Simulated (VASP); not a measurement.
Runs of VASP 6.6.1 on P. The structure is that of space group Pm-3m (No. 221), or close to it. The cells are those of the table. 

| task | level | cell | k mesh | cutoff (eV) | k mesh for the DOS | occupations for the DOS | gap on the mesh (eV) | pressure (GPa) |
| --- | --- | --- | --- | --- | --- | --- | --- | --- |
| single point | r2SCAN | a = 2.445 Å, 1 atom | 22 × 22 × 22 | 520 | - | - | none | -1.7 |
| single point | PBE | a = 2.474, b = 2.384, c = 2.491 Å, 1 atom | 8 × 6 × 6 | 520 | - | - | none | -0.2 |
| single point | PBE | a = 2.445 Å, 1 atom | 22 × 22 × 22 | 520 | - | - | none | (a) |
| relaxation of cell and atoms | PBE | relaxed from a = 2.483, b = 2.483, c = 2.384 Å, 1 atom | 22 × 22 × 22 | 600 | - | - | none | 0.0 |

Alike in all rows: potentials or basis VASP PAW PBE potentials, release 64 (P); no spin polarisation; smearing gaussian 0.1 eV.

**Question.** Estimate the missing entries.

**Answer.** (a) -0.3.

Caveats: some runs use coarse meshes; the PAW data sets were made with another functional, which shifts forces and pressure a little (some runs).

A gap of «none» marks levels without a gap at the run's occupations.
